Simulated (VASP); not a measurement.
Be: single point with BLYP

Crystal: Be.

```
CELL_PARAMETERS angstrom
2.19069 0.00000 0.00000
0.00000 2.19069 0.00000
0.00000 0.00000 2.19069
ATOMIC_POSITIONS crystal
Be 0.00000 0.00000 0.00000
```

```json
{"Program": "VASP 6.6.1", "Task": "single point", "Functional": "BLYP", "Potentials or basis": "VASP PAW PBE potentials, release 64 (Be)", "Cutoff": "520 eV", "k mesh": "16 × 16 × 16", "Occupations": "fermi-dirac, width 0.1 eV", "Spin": "no spin polarisation", "Dipole correction": "no", "Further INCAR settings": "ALGO = Normal; EDIFF = 1e-06; NBANDS = 7"}
```

```
Pressure               : 0.2 GPa
Band gap on the k mesh : zero (band 1 reaches 10.08 eV, above the bottom of band 2 at 3.19 eV)
```

Levels at points of the mesh, in eV from the Fermi level:
| k point | band 1 | band 2 | band 3 | band 4 |
| --- | --- | --- | --- | --- |
| (0.00, 0.00, 0.00) | -9.38 | 13.15 | 13.15 | 13.15 |
| (0.50, 0.00, 0.00) | -4.38 | -1.77 | 16.58 | 16.58 |
| (0.50, 0.50, 0.00) | 0.67 | 0.67 | 6.84 | 7.09 |
| (0.50, 0.50, 0.50) | 5.12 | 5.12 | 5.12 | 13.38 |

Wall time 9.9 s on 1 thread of Intel Xeon 8259CL, on a shared host, peak memory 0.11 GiB.

Caveat: the PAW data sets were made with another functional, which shifts forces and pressure a little.
